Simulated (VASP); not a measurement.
The system is Sn.

```
Sn
1.0
     3.41754    0.00000    0.00000
    -1.70877    2.95968    0.00000
     0.00000    0.00000    5.53642
Sn
2
Direct
  0.33333 0.66667 0.25000
  0.66667 0.33333 0.75000
```

This isn't the form of Sn at room conditions, which is tetragonal (white tin).

- Program: VASP 6.6.1
- Task: relaxation of cell and atoms
- Functional: PBE
- Potentials or basis: VASP PAW PBE potentials, release 64 (Sn_d)
- Cutoff: 600 eV
- k mesh: 14 × 14 × 8
- Occupations: fermi-dirac, width 0.05 eV
- Spin: no spin polarisation

At the start: pressure -0.3 GPa; volume 28.00 Å³/atom.

**Question.** How do energy, volume and symmetry change on relaxing?

**Answer.** Over 11 steps the energy falls by 6.6 meV/atom and the volume is 27.74 Å³/atom (-0.9 %); space group P6_3/mmc (No. 194, to 0.1 Å) before and after.

The path:
| step | energy change (eV) | largest force (eV/Å) | pressure (GPa) | volume (Å³) |
| --- | --- | --- | --- | --- |
| 1 | 0.0000 | 0.0000 | -0.30 | 56.00 |
| 2 | -0.0071 | 0.0000 | 0.07 | 55.58 |
| 3 | -0.0117 | 0.0000 | 0.46 | 55.04 |
| 4 | -0.0119 | 0.0000 | 0.61 | 54.87 |
| 5 | -0.0123 | 0.0000 | -0.19 | 55.72 |
| 6 | -0.0130 | 0.0000 | 0.19 | 55.33 |
| 7 | -0.0130 | 0.0000 | 0.11 | 55.37 |
| 8 | -0.0130 | 0.0000 | 0.11 | 55.35 |
| 9 | -0.0130 | 0.0000 | 0.12 | 55.34 |
| 10 | -0.0132 | 0.0000 | -0.03 | 55.49 |
| 11 | -0.0132 | 0.0000 | 0.01 | 55.48 |

Final structure:
```
Sn
1.0
     3.35346    0.00000    0.00000
    -1.67673    2.90418    0.00000
     0.00000    0.00000    5.69660
Sn
2
Direct
  0.33333 0.66667 0.25000
  0.66667 0.33333 0.75000
```
